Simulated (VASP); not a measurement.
# NiO2 (P-3m1) in VASP: further runs

NiO2 is run at these levels: PBEsol; tasks: single point.

All numbers are computed with VASP 6.6.1; they aren't measurements. Logs are shortened: lines on timing, memory, paths and dates and some standing lists are left out, and cuts for length are marked.

### 1 The cell of the first run

It takes space group P-3m1 (No. 164, trigonal). The conventional cell has a = 2.713 Å, b = 2.713 Å, c = 5.234 Å, α = 90.00°, β = 90.00°, γ = 120.00°. Within 2.6 Å of Ni (site symmetry -3m) lie 6 O at 1.96 Å. Within 2.6 Å of O (site symmetry 3m) lie 3 Ni at 1.96 Å.

### 2 Single point, PBEsol (c/a of the conventional cell at fixed volume 1.9290)

Contents of INCAR:

```
PREC     = Accurate       # precision mode
ENCUT    = 520            # plane-wave cutoff, eV
EDIFF    = 1E-7           # SCF threshold, eV
ISMEAR   = 0              # smearing method
SIGMA    = 0.05           # smearing width, eV
LREAL    = F              # projectors in reciprocal space
LASPH    = T              # aspherical terms in the spheres
NELM     = 80             # most SCF steps
ALGO     = Normal         # electronic algorithm
ISIF     = 2              # what is computed and relaxed
LWAVE    = F              # write WAVECAR
LCHARG   = F              # write CHGCAR
GGA      = PS             # functional
NBANDS   = 18             # bands
```

Contents of KPOINTS:

```
regular mesh
0
Gamma
  12 12 6
```

Contents of POSCAR:

```
NiO2
1.0
    2.7134934025      0.0000000000      0.0000000000
   -1.3567467013      2.3499542196      0.0000000000
    0.0000000000      0.0000000000      5.2343287735
Ni O
1 2
Direct
    0.0000000000      0.0000000000      0.5000000000
    0.6666666667      0.3333333333      0.7253664501
    0.3333333333      0.6666666667      0.2746335499
```

Potentials or basis: VASP PAW PBE potentials, release 64 (Ni, O).

On the command line:

```console
$ cat potpaw_PBE.64/Ni/POTCAR potpaw_PBE.64/O/POTCAR > POTCAR
$ mpirun -np 1 vasp_std > vasp.out
```

OUTCAR:

```text
PREC = Accurate
   ENCUT = 520
   EDIFF = 1E-7
   ISMEAR = 0
   LREAL = F
   LASPH = T
   NELM = 80
   ISIF = 2
   GGA = PS

 ion  position               nearest neighbor table
   1  0.000  0.000  0.500-   2 1.96   3 1.96   2 1.96   3 1.96   2 1.96   3 1.96
   2  0.667  0.333  0.725-   1 1.96   1 1.96   1 1.96
   3  0.333  0.667  0.275-   1 1.96   1 1.96   1 1.96

  LATTYP: Found a hexagonal cell.
 ALAT       =     2.7134934025
 C/A-ratio  =     1.9290000000

  Lattice vectors:

 A1 = (   2.7134934025,   0.0000000000,   0.0000000000)
 A2 = (  -1.3567467013,   2.3499542196,   0.0000000000)
 A3 = (   0.0000000000,   0.0000000000,   5.2343287735)

Analysis of symmetry for initial positions (statically):
=====================================================================
 Subroutine PRICEL returns:
 Original cell was already a primitive cell.

 Routine SETGRP: Setting up the symmetry group for a
 hexagonal supercell.

 Subroutine GETGRP returns: Found 12 space group operations
 (whereof 12 operations were pure point group operations)
 out of a pool of 24 trial point group operations.

The static configuration has the point symmetry D_3d.

Analysis of symmetry for dynamics (positions and initial velocities):
=====================================================================
 Subroutine PRICEL returns:
 Original cell was already a primitive cell.

 Routine SETGRP: Setting up the symmetry group for a
 hexagonal supercell.

 Subroutine GETGRP returns: Found 12 space group operations
 (whereof 12 operations were pure point group operations)
 out of a pool of 24 trial point group operations.

The dynamic configuration has the point symmetry D_3d.

 Subroutine INISYM returns: Found 12 space group operations
 (whereof 12 operations are pure point group operations),
 and found     1 'primitive' translations

----------------------------------------------------------------------------------------

                                     Primitive cell

  volume of cell :      33.3771

  direct lattice vectors                    reciprocal lattice vectors
     2.713493403  0.000000000  0.000000000     0.368528628  0.212770102  0.000000000
    -1.356746701  2.349954220  0.000000000     0.000000000  0.425540205  0.000000000
     0.000000000  0.000000000  5.234328773     0.000000000  0.000000000  0.191046463

  length of vectors
     2.713493403  2.713493403  5.234328773     0.425540205  0.425540205  0.191046463

  position of ions in fractional coordinates (direct lattice)
     0.000000000  0.000000000  0.500000000
     0.666666667  0.333333333  0.725366450
     0.333333333  0.666666667  0.274633550

  ion indices of the primitive-cell ions
   primitive index   ion index
                 1           1
                 2           2
                 3           3

----------------------------------------------------------------------------------------

 KPOINTS: regular mesh

Automatic generation of k-mesh.
 Grid dimensions read from file:
 generate k-points for:   12   12    6

 Generating k-lattice:

  Cartesian coordinates                     Fractional coordinates (reciprocal lattice)
     0.030710719  0.017730842  0.000000000     0.083333333  0.000000000  0.000000000
     0.000000000  0.035461684  0.000000000     0.000000000  0.083333333  0.000000000
     0.000000000  0.000000000  0.031841077     0.000000000  0.000000000  0.166666667

  Length of vectors
     0.035461684  0.035461684  0.031841077

  Shift w.r.t. Gamma in fractional coordinates (k-lattice)
     0.000000000  0.000000000  0.000000000

 Subroutine IBZKPT returns following result:
 ===========================================

 Found    100 irreducible k-points:

 Following reciprocal coordinates:
            Coordinates               Weight
  0.000000  0.000000  0.000000      1.000000
  0.083333  0.000000  0.000000      6.000000
  0.166667  0.000000  0.000000      6.000000
  0.250000  0.000000  0.000000      6.000000
  0.333333  0.000000  0.000000      6.000000
  0.416667  0.000000  0.000000      6.000000
[... 16 lines left out ...]
  0.166667  0.000000  0.166667      6.000000
  0.000000  0.166667  0.166667      6.000000
 [... further k-points ...]
   k-points           NKPTS =    100   k-points in BZ     NKDIM =    100   number of bands    NBANDS=     18
   number of dos      NEDOS =    301   number of ions     NIONS =      3
   total plane-waves  NPLWV =  16000
   dimension x,y,z NGX =    20 NGY =   20 NGZ =   40
   dimension x,y,z NGXF=    40 NGYF=   40 NGZF=   80
   ions per type =               1   2
   NGX,Y,Z   is equivalent  to a cutoff of  12.25, 12.25, 12.70 a.u.
   NGXF,Y,Z  is equivalent  to a cutoff of  24.51, 24.51, 25.41 a.u.
 SYSTEM =  unknown system
   PREC   = accura    normal or accurate (medium, high low for compatibility)
   ISTART =      0    job   : 0-new  1-cont  2-samecut
   ICHARG =      2    charge: 1-file 2-atom 10-const
   ISPIN  =      1    spin polarized calculation?
   LNONCOLLINEAR =      F non collinear calculations
   LSORBIT =      F    spin-orbit coupling
   LASPH  =      T    aspherical Exc in radial PAW
   ENCUT  =  520.0 eV  38.22 Ry    6.18 a.u.   5.05  5.05  9.73*2*pi/ulx,y,z
   NELM   =     80;   NELMIN=  2; NELMDL= -5     # of ELM steps
   EDIFF  = 0.1E-06   stopping-criterion for ELM
   LREAL  =      F    real-space projection
   EDIFFG = 0.1E-05   stopping-criterion for IOM
   NSW    =      0    number of steps for IOM
   IBRION =     -1    ionic relax: 0-MD 1-quasi-New 2-CG
   NFREE  =      0    steps in history (QN), initial steepest desc. (CG)
   ISIF   =      2    stress and relaxation
   ISYM   =      2    0-nonsym 1-usesym 2-fastsym
   POTIM  = 0.5000    time-step for ionic-motion
   TEBEG  =    0.0;   TEEND  =   0.0 temperature during run
   PSTRESS=    0.0 pullay stress
   NELECT =      22.0000    total number of electrons
   NUPDOWN=      -1.0000    fix difference up-down
   EMIN   =  10.00;   EMAX   =-10.00  energy-range for DOS
   EFERMI =   0.00;   METHOD = LEGACY
   ISMEAR =     0;   SIGMA  =   0.05  broadening in eV -4-tet -1-fermi 0-gaus
   EFERMI_NEDOS =   21; number of points for ismear=-14 and -15
   IALGO  =     38    algorithm
   IMIX   =      4    mixing-type and parameters
     AMIX     =   0.40;   BMIX     =  1.00
     AMIX_MAG =   1.60;   BMIX_MAG =  1.00
  volume/ion in A,a.u.               =      11.13        75.08
  Fermi-wavevector in a.u.,A,eV,Ry     =   1.424730  2.692350 27.617874  2.029856
  Thomas-Fermi vector in A             =   2.545190
   LORBIT       =      0    0 simple, 1 ext, 2 COOP (PROOUT), +10 PAW based schemes
   GGA     = PS    functional components
   LHFCALC =     F    Hartree Fock is set to
   AEXX    =    0.0000 exact exchange contribution
   IVDW    =     0    specifies the selected vdW correction
   LEPSILON=     F    determine dielectric tensor
   LRPA    =     F    only Hartree local field effects (RPA)
 non-spin polarized calculation
 Gauss-broadening in eV      SIGMA  =   0.05
  energy-cutoff  :      520.00
  volume of cell :       33.38
 maximum number of plane-waves:       924
   NGX = 11   NGY = 11   NGZ = 19

 number of electron      21.9999986 magnetization

 Free energy of the ion-electron system (eV)
  ---------------------------------------------------
  ext. energy  EPLUGINS =         0.00000000
  ---------------------------------------------------
  free energy    TOTEN  =       -17.96098759 eV

  energy without entropy =      -17.96098759  energy(sigma->0) =      -17.96098759

 E-fermi :   1.7997     XC(G=0): -10.7390

 val. band max:        1.5873527273   @ k =   0.1667   0.0000   0.5000
 cond. band min:       2.4815046572   @ k =   0.2500   0.0000   0.3333
 fundamental gap:      0.8941519298
 Fermi energy:         1.7996505850

 k-point     1 :       0.0000    0.0000    0.0000
  band No.  band energies     occupation
      1     -16.8749      2.00000
      2     -15.5133      2.00000
      3      -3.8774      2.00000
      4      -2.2239      2.00000
      5      -2.2239      2.00000
      6      -0.0646      2.00000
[... 10 lines left out ...]
     17      22.5536      0.00000
     18      23.0278      0.00000

 k-point     2 :       0.0833    0.0000    0.0000
  band No.  band energies     occupation
      1     -16.7848      2.00000
      2     -15.4805      2.00000
      3      -3.7577      2.00000
      4      -2.3401      2.00000
      5      -2.1848      2.00000
      6      -0.2525      2.00000
[... 10 lines left out ...]
     17      21.6445      0.00000
     18      23.0027      0.00000

 k-point     3 :       0.1667    0.0000    0.0000
  band No.  band energies     occupation
      1     -16.5283      2.00000
      2     -15.3901      2.00000
      3      -3.4210      2.00000
      4      -2.5887      2.00000
      5      -2.0939      2.00000
      6      -0.9460      2.00000
[... 10 lines left out ...]
     17      19.6450      0.00000
     18      22.1382      0.00000

 k-point     4 :       0.2500    0.0000    0.0000
  band No.  band energies     occupation
      1     -16.1505      2.00000
      2     -15.2669      2.00000
      3      -3.0343      2.00000
      4      -2.7229      2.00000
      5      -2.0275      2.00000
      6      -1.9425      2.00000
[... 10 lines left out ...]
     17      17.6742      0.00000
     18      20.8493      0.00000

 k-point     5 :       0.3333    0.0000    0.0000
  band No.  band energies     occupation
      1     -15.7283      2.00000
      2     -15.1490      2.00000
      3      -3.2827      2.00000
      4      -2.6905      2.00000
      5      -2.2546      2.00000
      6      -2.0491      2.00000
[... 10 lines left out ...]
     17      16.9559      0.00000
     18      19.8973      0.00000

 k-point     6 :       0.4167    0.0000    0.0000
  band No.  band energies     occupation
      1     -15.3646      2.00000
      2     -15.0870      2.00000
      3      -3.8772      2.00000
      4      -2.6684      2.00000
      5      -2.1143      2.00000
      6      -2.0204      2.00000
[... 10 lines left out ...]
     17      17.5888      0.00000
     18      18.7959      0.00000

 k-point     7 :       0.5000    0.0000    0.0000
  band No.  band energies     occupation
      1     -15.1678      2.00000
      2     -15.1202      2.00000
      3      -4.1257      2.00000
      4      -2.4823      2.00000
      5      -2.1653      2.00000
      6      -2.1456      2.00000
[... 10 lines left out ...]
     17      17.8934      0.00000
     18      18.0009      0.00000

 k-point     8 :       0.0833    0.0833    0.0000
  band No.  band energies     occupation
      1     -16.6114      2.00000
      2     -15.4189      2.00000
      3      -3.5277      2.00000
      4      -2.5166      2.00000
      5      -2.1303      2.00000
      6      -0.5591      2.00000
[... 10 lines left out ...]
     17      20.3916      0.00000
     18      21.7184      0.00000
[... 229 lines left out ...]
     17      17.1689      0.00000
     18      19.0736      0.00000

 k-point    20 :       0.0000    0.0000    0.1667
  band No.  band energies     occupation
      1     -16.8553      2.00000
      2     -15.5425      2.00000
      3      -3.7735      2.00000
      4      -2.2228      2.00000
      5      -2.2228      2.00000
      6      -0.0647      2.00000
[... 10 lines left out ...]
     17      21.6095      0.00000
     18      23.0289      0.00000

 k-point    21 :       0.0833    0.0000    0.1667
  band No.  band energies     occupation
      1     -16.7656      2.00000
      2     -15.5084      2.00000
      3      -3.6600      2.00000
      4      -2.3469      2.00000
      5      -2.1855      2.00000
      6      -0.2562      2.00000
[... 10 lines left out ...]
     17      21.5181      0.00000
     18      21.9511      0.00000

 k-point    22 :       0.0000    0.0833    0.1667
  band No.  band energies     occupation
      1     -16.7654      2.00000
      2     -15.5087      2.00000
      3      -3.6569      2.00000
      4      -2.3512      2.00000
      5      -2.1822      2.00000
      6      -0.2519      2.00000
[... 10 lines left out ...]
     17      21.3401      0.00000
     18      22.3437      0.00000

 k-point    23 :       0.1667    0.0000    0.1667
  band No.  band energies     occupation
      1     -16.5109      2.00000
      2     -15.4140      2.00000
      3      -3.3585      2.00000
      4      -2.5908      2.00000
      5      -2.0971      2.00000
      6      -0.9592      2.00000
[... 10 lines left out ...]
     17      19.6837      0.00000
     18      21.5007      0.00000

 k-point    24 :       0.0000    0.1667    0.1667
  band No.  band energies     occupation
      1     -16.5093      2.00000
      2     -15.4164      2.00000
      3      -3.3223      2.00000
      4      -2.6234      2.00000
      5      -2.0900      2.00000
      6      -0.9351      2.00000
[... 10 lines left out ...]
     17      19.6957      0.00000
     18      22.0571      0.00000

 [... further k-points ...]

------------------------ aborting loop because EDIFF is reached ----------------------------------------

  FORCE on cell =-STRESS in cart. coord.  units (eV):
  Direction    XX          YY          ZZ          XY          YZ          ZX
  --------------------------------------------------------------------------------------
  -------------------------------------------------------------------------------------
  Total       -1.7185175     -1.7185175     -7.6687326      0.0000000      0.0000000      0.0000000
  in kB      -82.4926732    -82.4926732   -368.1162678      0.0000000      0.0000000      0.0000000
  external PRESSURE =    -177.7005381 kB  Pullay stress =       0.0000000 kB

 VOLUME and BASIS-vectors are now :
 -----------------------------------------------------------------------------
  energy-cutoff  :      520.00
  volume of cell :       33.38
      direct lattice vectors                 reciprocal lattice vectors
     2.713493403  0.000000000  0.000000000     0.368528628  0.212770102  0.000000000
    -1.356746701  2.349954220  0.000000000     0.000000000  0.425540205  0.000000000
     0.000000000  0.000000000  5.234328773     0.000000000  0.000000000  0.191046463

 POSITION                                       TOTAL-FORCE (eV/Angst)
 -----------------------------------------------------------------------------------
      0.00000      0.00000      2.61716         0.000000      0.000000      0.000000
      1.35675      0.78332      3.79681         0.000000      0.000000     -3.212777
     -0.00000      1.56664      1.43752        -0.000000      0.000000      3.212777
 -----------------------------------------------------------------------------------
    total drift:                                0.000000     -0.000000     -0.000000

  FREE ENERGIE OF THE ION-ELECTRON SYSTEM (eV)
  ---------------------------------------------------
  free  energy   TOTEN  =       -17.9609875874 eV

  energy  without entropy=      -17.9609875874  energy(sigma->0) =      -17.96098759
```

Run time: 97 s. Hardware: 1 thread of AMD EPYC 7R43 (Zen 3), shared host; peak memory 0.14 GiB.

Results:

* Free energy: -17.9610 eV
* Pressure: -17.8 GPa
* Largest force: 3.213 eV/Å
* Band gap on the k mesh: 0.89 eV, indirect (least direct gap 0.94 eV)

Forces in eV/Å, atoms in the order of the input:
```
Ni   0.000  0.000  0.000
O    0.000  0.000 -3.213
O    0.000  0.000  3.213
```

Caveat: the PAW data sets were made with another functional, which shifts forces and pressure a little. Spin polarisation is off, so any magnetic state and its effect on volume and gap are missing.

### 3 Single point, PBEsol (c/a of the conventional cell at fixed volume 1.7861)

Contents of INCAR:

```
SYSTEM = NiO2
  PREC = Accurate
  ENCUT = 520
  EDIFF = 1E-6
  ISMEAR = 0
  SIGMA = 0.05
  LREAL = .FALSE.
  LASPH = .TRUE.
  NELM = 60
  ALGO = Normal
  ISIF = 2
  LWAVE = .FALSE.
  LCHARG = .FALSE.
  GGA = PS
  NBANDS = 18
```

Contents of KPOINTS:

```
Automatic mesh
0
G
  12 12 6
  0 0 0
```

Contents of POSCAR:

```
NiO2
1.0
    2.7839850047      0.0000000000      0.0000000000
   -1.3919925024      2.4110017378      0.0000000000
    0.0000000000      0.0000000000      4.9726140668
Ni O
1 2
Direct
    0.0000000000      0.0000000000      0.5000000000
    0.6666666667      0.3333333333      0.7002287663
    0.3333333333      0.6666666667      0.2997712337
```

Potentials or basis: VASP PAW PBE potentials, release 64 (Ni, O).

On the command line:

```console
$ cat potpaw_PBE.64/Ni/POTCAR potpaw_PBE.64/O/POTCAR > POTCAR
$ mpirun -np 1 vasp_std > vasp.out
```

Wall time 1.9 min (1 thread of AMD EPYC 7R43 (Zen 3), shared host); peak memory 0.16 GiB.

Results (log left out):

```yaml
Free_energy: -18.6969 eV
Pressure: -7.2 GPa
Largest_force: 1.056 eV/Å
Band_gap_on_the_k_mesh: 0.99 eV, indirect (least direct gap 1.15 eV)
```

Forces on the atoms (eV/Å):
```
Ni   0.000  0.000  0.000
O    0.000  0.000 -1.056
O    0.000  0.000  1.056
```

Stress tensor (GPa, compression positive):
```
 -5.73   0.00   0.00
  0.00  -5.73   0.00
  0.00   0.00 -10.15
```

Levels at points of the mesh, in eV from the valence-band top:
| k point | band 9 | band 10 | band 11 | band 12 | band 13 | band 14 |
| --- | --- | --- | --- | --- | --- | --- |
| (0.00, 0.00, 0.00) | -0.83 | -0.83 | -0.41 | 2.18 | 2.18 | 7.50 |
| (0.50, 0.00, 0.00) | -1.58 | -1.54 | -0.88 | 1.66 | 2.10 | 12.21 |
| (0.00, 0.00, 0.50) | -0.85 | -0.85 | -0.17 | 2.20 | 2.20 | 9.33 |
| (0.50, 0.00, 0.50) | -1.61 | -1.54 | -0.92 | 1.66 | 2.05 | 11.72 |

Caveat: the PAW data sets were made with another functional, which shifts forces and pressure a little.
